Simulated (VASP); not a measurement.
# Cu (I4/mmm) in VASP: a series of runs, part 2 of 2

VASP 6.6.1. Earlier steps stand in the parts before.

## (5) Single point, PBE (strain -0.015 along x and y, +0.000 along z)

INCAR

```
SYSTEM = Cu
PREC     = Accurate       ! precision mode
ENCUT    = 520            ! plane-wave cutoff, eV
EDIFF    = 1E-6           ! SCF threshold, eV
ISMEAR   = 0              ! smearing method
SIGMA    = 0.15           ! smearing width, eV
LREAL    = .False.        ! projectors in reciprocal space
LASPH    = .True.         ! aspherical terms in the spheres
NELM     = 100            ! most SCF steps
ALGO     = Normal         ! electronic algorithm
ISIF     = 2              ! what is computed and relaxed
LWAVE    = .False.        ! write WAVECAR
LCHARG   = .True.         ! write CHGCAR
GGA      = PE             ! functional
LELF     = .True.         ! ELF
LVHAR    = .True.       
NBANDS   = 12             ! bands
```

KPOINTS

```
regular mesh
0
Gamma
  22 22 22
  0 0 0
```

POSCAR

```
Cu
1.0
    0.0000000000      1.7803875000      1.8075000000
    1.7803875000      0.0000000000      1.8075000000
    1.7803875000      1.7803875000      0.0000000000
Cu
1
Direct
    0.0000000000      0.0000000000      0.0000000000
```

Potentials or basis: VASP PAW PBE potentials, release 64 (Cu).

On the command line:

```
$ cat potpaw_PBE.64/Cu/POTCAR > POTCAR
$ mpirun -np 1 vasp_std > vasp.out
```

OUTCAR:

```text
SYSTEM = Cu
   PREC = Accurate
   ENCUT = 520
   EDIFF = 1E-6
   ISMEAR = 0
   LREAL = .False.
   LASPH = .True.
   NELM = 100
   ISIF = 2
   GGA = PE

 ion  position               nearest neighbor table
   1  0.000  0.000  0.000-

  LATTYP: Found a body centered tetragonal cell.
 ALAT       =     2.5178481488
 C/A-ratio  =     1.4357498095

  Lattice vectors:

 A1 = (  -1.7803875000,   0.0000000000,   1.8075000000)
 A2 = (   1.7803875000,   0.0000000000,   1.8075000000)
 A3 = (   0.0000000000,   1.7803875000,  -1.8075000000)

Analysis of symmetry for initial positions (statically):
=====================================================================
 Subroutine PRICEL returns:
 Original cell was already a primitive cell.

 Routine SETGRP: Setting up the symmetry group for a
 body centered tetragonal supercell.

 Subroutine GETGRP returns: Found 16 space group operations
 (whereof 16 operations were pure point group operations)
 out of a pool of 16 trial point group operations.

The static configuration has the point symmetry D_4h.

Analysis of symmetry for dynamics (positions and initial velocities):
=====================================================================
 Subroutine PRICEL returns:
 Original cell was already a primitive cell.

 Routine SETGRP: Setting up the symmetry group for a
 body centered tetragonal supercell.

 Subroutine GETGRP returns: Found 16 space group operations
 (whereof 16 operations were pure point group operations)
 out of a pool of 16 trial point group operations.

The dynamic configuration has the point symmetry D_4h.

 Subroutine INISYM returns: Found 16 space group operations
 (whereof 16 operations are pure point group operations),
 and found     1 'primitive' translations

----------------------------------------------------------------------------------------

                                     Primitive cell

  volume of cell :      11.4588

  direct lattice vectors                    reciprocal lattice vectors
     0.000000000  1.780387500  1.807500000    -0.280837739  0.280837739  0.276625173
     1.780387500  0.000000000  1.807500000     0.280837739 -0.280837739  0.276625173
     1.780387500  1.780387500  0.000000000     0.280837739  0.280837739 -0.276625173

  length of vectors
     2.537092016  2.537092016  2.517848149     0.484005328  0.484005328  0.484005328

  position of ions in fractional coordinates (direct lattice)
     0.000000000  0.000000000  0.000000000

  ion indices of the primitive-cell ions
   primitive index   ion index
                 1           1

----------------------------------------------------------------------------------------

 KPOINTS: regular mesh

Automatic generation of k-mesh.
 Grid dimensions read from file:
 generate k-points for:   22   22   22

 Generating k-lattice:

  Cartesian coordinates                     Fractional coordinates (reciprocal lattice)
    -0.012765352  0.012765352  0.012573871     0.045454545  0.000000000  0.000000000
     0.012765352 -0.012765352  0.012573871     0.000000000  0.045454545  0.000000000
     0.012765352  0.012765352 -0.012573871     0.000000000  0.000000000  0.045454545

  Length of vectors
     0.022000242  0.022000242  0.022000242

  Shift w.r.t. Gamma in fractional coordinates (k-lattice)
     0.000000000  0.000000000  0.000000000

 Subroutine IBZKPT returns following result:
 ===========================================

 Found    834 irreducible k-points:

 Following reciprocal coordinates:
            Coordinates               Weight
  0.000000  0.000000  0.000000      1.000000
  0.045455  0.000000  0.000000      8.000000
  0.090909  0.000000  0.000000      8.000000
  0.136364  0.000000  0.000000      8.000000
  0.181818  0.000000  0.000000      8.000000
  0.227273  0.000000  0.000000      8.000000
[... 16 lines left out ...]
  0.500000  0.045455  0.000000      8.000000
 -0.454545  0.045455  0.000000      8.000000
 [... further k-points ...]
   k-points           NKPTS =    834   k-points in BZ     NKDIM =    834   number of bands    NBANDS=     12
   number of dos      NEDOS =    301   number of ions     NIONS =      1
   total plane-waves  NPLWV =   8000
   dimension x,y,z NGX =    20 NGY =   20 NGZ =   20
   dimension x,y,z NGXF=    40 NGYF=   40 NGZF=   40
   ions per type =               1
   NGX,Y,Z   is equivalent  to a cutoff of  13.11, 13.11, 13.21 a.u.
   NGXF,Y,Z  is equivalent  to a cutoff of  26.21, 26.21, 26.41 a.u.
 SYSTEM =  Cu
   PREC   = accura    normal or accurate (medium, high low for compatibility)
   ISTART =      0    job   : 0-new  1-cont  2-samecut
   ICHARG =      2    charge: 1-file 2-atom 10-const
   ISPIN  =      1    spin polarized calculation?
   LNONCOLLINEAR =      F non collinear calculations
   LSORBIT =      F    spin-orbit coupling
   LASPH  =      T    aspherical Exc in radial PAW
   ENCUT  =  520.0 eV  38.22 Ry    6.18 a.u.   4.72  4.72  4.68*2*pi/ulx,y,z
   NELM   =    100;   NELMIN=  2; NELMDL= -5     # of ELM steps
   EDIFF  = 0.1E-05   stopping-criterion for ELM
   LREAL  =      F    real-space projection
   EDIFFG = 0.1E-04   stopping-criterion for IOM
   NSW    =      0    number of steps for IOM
   IBRION =     -1    ionic relax: 0-MD 1-quasi-New 2-CG
   NFREE  =      0    steps in history (QN), initial steepest desc. (CG)
   ISIF   =      2    stress and relaxation
   ISYM   =      2    0-nonsym 1-usesym 2-fastsym
   POTIM  = 0.5000    time-step for ionic-motion
   TEBEG  =    0.0;   TEEND  =   0.0 temperature during run
   PSTRESS=    0.0 pullay stress
   NELECT =      11.0000    total number of electrons
   NUPDOWN=      -1.0000    fix difference up-down
   EMIN   =  10.00;   EMAX   =-10.00  energy-range for DOS
   EFERMI =   0.00;   METHOD = LEGACY
   ISMEAR =     0;   SIGMA  =   0.15  broadening in eV -4-tet -1-fermi 0-gaus
   EFERMI_NEDOS =   21; number of points for ismear=-14 and -15
   IALGO  =     38    algorithm
   IMIX   =      4    mixing-type and parameters
     AMIX     =   0.40;   BMIX     =  1.00
     AMIX_MAG =   1.60;   BMIX_MAG =  1.00
  volume/ion in A,a.u.               =      11.46        77.33
  Fermi-wavevector in a.u.,A,eV,Ry     =   1.614953  3.051819 35.484998  2.608074
  Thomas-Fermi vector in A             =   2.709779
   LORBIT       =      0    0 simple, 1 ext, 2 COOP (PROOUT), +10 PAW based schemes
   GGA     = PE    functional components
   LHFCALC =     F    Hartree Fock is set to
   AEXX    =    0.0000 exact exchange contribution
   IVDW    =     0    specifies the selected vdW correction
   LEPSILON=     F    determine dielectric tensor
   LRPA    =     F    only Hartree local field effects (RPA)
 non-spin polarized calculation
 Gauss-broadening in eV      SIGMA  =   0.15
  energy-cutoff  :      520.00
  volume of cell :       11.46
 maximum number of plane-waves:       323
   NGX =  9   NGY =  9   NGZ =  9

 number of electron      11.0000012 magnetization

 Free energy of the ion-electron system (eV)
  ---------------------------------------------------
  ext. energy  EPLUGINS =         0.00000000
  ---------------------------------------------------
  free energy    TOTEN  =        -3.71823964 eV

  energy without entropy =       -3.71556458  energy(sigma->0) =       -3.71690211

 E-fermi :   7.9706     XC(G=0): -12.9022

 val. band max:        7.9699562625   @ k =   0.4545   0.0000   0.2727
 cond. band min:       7.9844112870   @ k =   0.4545   0.0455   0.4091
 fundamental gap:      0.0144550244
 Fermi energy:         7.9705714291

 k-point     1 :       0.0000    0.0000    0.0000
  band No.  band energies     occupation
      1      -1.6176      2.00000
      2       4.7946      2.00000
      3       4.8717      2.00000
      4       4.8717      2.00000
      5       5.6679      2.00000
      6       5.7451      2.00000
      7      30.8066      0.00000
      8      33.6371      0.00000
      9      33.7095      0.00000
     10      33.7095      0.00000
     11      36.1908      0.00000
     12      36.1931      0.00000
[... 331 lines left out ...]
 k-point    24 :      -0.4545    0.0455    0.0000
  band No.  band energies     occupation
      1       2.7423      2.00000
      2       4.7529      2.00000
      3       4.8742      2.00000
      4       5.9640      2.00000
      5       6.2580      2.00000
      6       7.1312      2.00000
      7      12.1481      0.00000
      8      28.1813      0.00000
      9      30.0542      0.00000
     10      30.5388      0.00000
     11      34.0967      0.00000
     12      34.4433      0.00000

 [... further k-points ...]

------------------------ aborting loop because EDIFF is reached ----------------------------------------

  FORCE on cell =-STRESS in cart. coord.  units (eV):
  Direction    XX          YY          ZZ          XY          YZ          ZX
  --------------------------------------------------------------------------------------
  -------------------------------------------------------------------------------------
  Total        0.5396313      0.5396313      0.4670375      0.0000000      0.0000000      0.0000000
  in kB       75.4519256     75.4519256     65.3017667      0.0000000      0.0000000      0.0000000
  external PRESSURE =      72.0685393 kB  Pullay stress =       0.0000000 kB

 VOLUME and BASIS-vectors are now :
 -----------------------------------------------------------------------------
  energy-cutoff  :      520.00
  volume of cell :       11.46
      direct lattice vectors                 reciprocal lattice vectors
     0.000000000  1.780387500  1.807500000    -0.280837739  0.280837739  0.276625173
     1.780387500  0.000000000  1.807500000     0.280837739 -0.280837739  0.276625173
     1.780387500  1.780387500  0.000000000     0.280837739  0.280837739 -0.276625173

 POSITION                                       TOTAL-FORCE (eV/Angst)
 -----------------------------------------------------------------------------------
      0.00000      0.00000      0.00000         0.000000      0.000000     -0.000000
 -----------------------------------------------------------------------------------
    total drift:                                0.000000     -0.000000      0.000000

  FREE ENERGIE OF THE ION-ELECTRON SYSTEM (eV)
  ---------------------------------------------------
  free  energy   TOTEN  =        -3.7182396436 eV

  energy  without entropy=       -3.7155645804  energy(sigma->0) =       -3.71690211
```

Wall time 2.1 min (1 thread of Intel Xeon 8259CL, shared host); peak memory 0.22 GiB.

Results:

```
Free energy            : -3.7182 eV
Pressure               : 7.2 GPa
Band gap on the k mesh : zero (an odd number of electrons rules out a gap without spin polarisation)
```

Caveat: the cell differs from its parent crystal (strain -0.015 along x and y, +0.000 along z); the cell stands under pressure.

## (6) Single point, PBE (strain -0.015 along x and y, +0.015 along z)

INCAR

```
SYSTEM = Cu
PREC = Accurate
ENCUT = 520
EDIFF = 1E-6
ISMEAR = 0
SIGMA = 0.15
LREAL = .False.
LASPH = .True.
NELM = 100
ALGO = Normal
ISIF = 2
LWAVE = .False.
LCHARG = .False.
GGA = PE
NBANDS = 12
```

KPOINTS

```
Automatic mesh
0
Gamma
  22 22 22
  0 0 0
```

POSCAR

```
Cu
1.0
    0.0000000000      1.7803875000      1.8346125000
    1.7803875000      0.0000000000      1.8346125000
    1.7803875000      1.7803875000      0.0000000000
Cu
1
Direct
    0.0000000000      0.0000000000      0.0000000000
```

Potentials or basis: VASP PAW PBE potentials, release 64 (Cu).

On the command line:

```
$ cat potpaw_PBE.64/Cu/POTCAR > POTCAR
$ mpirun -np 1 vasp_std > vasp.out
```

It took 2.3 min on 1 thread of Intel Xeon 8259CL, shared host; peak memory 0.22 GiB.

Results (log left out):

| Property | Result |
| --- | --- |
| Free energy | -3.7236 eV |
| Pressure | 4.7 GPa |
| Band gap on the k mesh | zero (an odd number of electrons rules out a gap without spin polarisation) |

Stress tensor (GPa, compression positive):
```
5.41 0.00 0.00
0.00 5.41 0.00
0.00 0.00 3.37
```

Levels at points of the mesh, in eV from the Fermi level:
| k point | band 4 | band 5 | band 6 | band 7 | band 8 | band 9 |
| --- | --- | --- | --- | --- | --- | --- |
| (0.00, 0.00, 0.00) | -3.02 | -2.31 | -2.16 | 22.73 | 25.40 | 25.53 |
| (0.50, 0.00, 0.00) | -1.68 | -1.63 | -1.05 | 3.84 | 20.83 | 22.20 |
| (0.50, 0.50, 0.00) | -1.52 | -1.52 | 1.06 | 6.70 | 13.68 | 13.68 |
| (0.50, 0.00, 0.50) | -1.56 | -1.45 | 1.70 | 7.49 | 12.94 | 13.00 |

Caveat: the cell differs from its parent crystal (strain -0.015 along x and y, +0.015 along z); the cell stands under pressure.

## (7) Single point, PBE (strain -0.015 along x and y, +0.030 along z)

INCAR

```
PREC     = Accurate       # precision mode
ENCUT    = 520            # plane-wave cutoff, eV
EDIFF    = 1E-7           # SCF threshold, eV
ISMEAR   = 0              # smearing method
SIGMA    = 0.15           # smearing width, eV
LREAL    = F              # projectors in reciprocal space
LASPH    = T              # aspherical terms in the spheres
NELM     = 100            # most SCF steps
ALGO     = Fast           # electronic algorithm
ISIF     = 2              # what is computed and relaxed
LWAVE    = F              # write WAVECAR
LCHARG   = F              # write CHGCAR
GGA      = PE             # functional
NBANDS   = 12             # bands
```

KPOINTS

```
Automatic mesh
0
Gamma
  22 22 22
```

POSCAR

```
Cu
1.0
    0.0000000000      1.7803875000      1.8617250000
    1.7803875000      0.0000000000      1.8617250000
    1.7803875000      1.7803875000      0.0000000000
Cu
1
Direct
    0.0000000000      0.0000000000      0.0000000000
```

On the command line:

```
$ cat potpaw_PBE.64/Cu/POTCAR > POTCAR
$ mpirun -np 1 vasp_std > vasp.out
```

Run time: 2.7 min. Hardware: 1 thread of Intel Xeon 8259CL, shared host; peak memory 0.23 GiB.

It converged, with:

```
Free energy            : -3.7258 eV
Pressure               : 2.6 GPa
Band gap on the k mesh : zero (an odd number of electrons rules out a gap without spin polarisation)
```

Stress tensor (GPa, compression positive):
```
3.58 0.00 0.00
0.00 3.58 0.00
0.00 0.00 0.53
```

Levels at points of the mesh, in eV from the Fermi level:
```
           k point  band 2  band 3  band 4  band 5  band 6  band 7  band 8  band 9  band 10  band 11
(0.00, 0.00, 0.00)   -3.18   -2.95   -2.95   -2.33   -2.10   22.63   25.16   25.32    25.32    27.73
(0.50, 0.00, 0.00)   -3.17   -2.96   -1.68   -1.60   -1.00    3.77   20.34   22.15    22.84    24.39
(0.50, 0.50, 0.00)   -4.42   -1.65   -1.51   -1.51    0.88    6.35   13.80   13.80    18.18    20.94
(0.50, 0.00, 0.50)   -4.43   -1.67   -1.57   -1.42    1.82    7.51   12.71   12.80    17.31    19.96
```

Caveat: the cell differs from its parent crystal (strain -0.015 along x and y, +0.030 along z).

## (8) Overview

| cell | gap on the mesh (eV) | pressure (GPa) |
| --- | --- | --- |
| a = 2.538, b = 2.538, c = 2.480 Å, angles 60.8, 60.8, 58.5°, 1 atom | none | 10.1 |
| a = 2.557, b = 2.557, c = 2.480 Å, angles 61.0, 61.0, 58.0°, 1 atom | none | 7.5 |
| a = 2.518, b = 2.518, c = 2.556 Å, angles 59.5, 59.5, 61.0°, 1 atom | none | 7.3 |
| a = 2.537, b = 2.537, c = 2.518 Å, angles 60.3, 60.3, 59.5°, 1 atom | none | 7.2 |
| a = 2.556, b = 2.556, c = 2.518 Å, angles 60.5, 60.5, 59.0°, 1 atom | none | 4.7 |
| a = 2.576, b = 2.576, c = 2.518 Å, angles 60.7, 60.7, 58.5°, 1 atom | none | 2.6 |

Alike in all rows: task single point; level PBE; potentials or basis VASP PAW PBE potentials, release 64 (Cu); no spin polarisation; k mesh 22 × 22 × 22; cutoff (eV) 520; smearing gaussian 0.15 eV.

Caveats: the cell stands under pressure (at least some runs).

Absolute energies hang on the potentials; compare differences alone.
